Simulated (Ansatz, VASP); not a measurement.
# One calculation of Al2Pt, two programs

```
Al Pt
1.0
     0.00000    2.91251    2.91251
     2.91251    0.00000    2.91251
     2.91251    2.91251    0.00000
Al Pt
2 1
Direct
  0.25000 0.25000 0.25000
  0.75000 0.75000 0.75000
  0.00000 0.00000 0.00000
```

Alike in both runs: task single point; functional PBE; k mesh 12 × 12 × 12; occupations gaussian, width 0.1 eV; no spin polarisation.

|  | VASP | Ansatz |
| --- | --- | --- |
| version | VASP 6.6.1 | Ansatz 0.2.0 |
| potentials or method | VASP PAW PBE potentials, release 64 (Al, Pt), cutoff 520 eV | scalar-relativistic, plane waves, PAW |
| valence electrons in the cell | 16 | 24 |

```csv
,VASP,Ansatz,Ansatz less VASP
gap on the k mesh at the Fermi level (eV),none,none,-
pressure (GPa),9.0,9.2,+0.18
```

A gap of «none» marks a metal or a gap that the smearing closes. VASP's potentials hold 16 valence electrons a cell and Ansatz's 24, so a difference there can come from the potentials and not from the codes.

Spin-orbit coupling is off throughout.
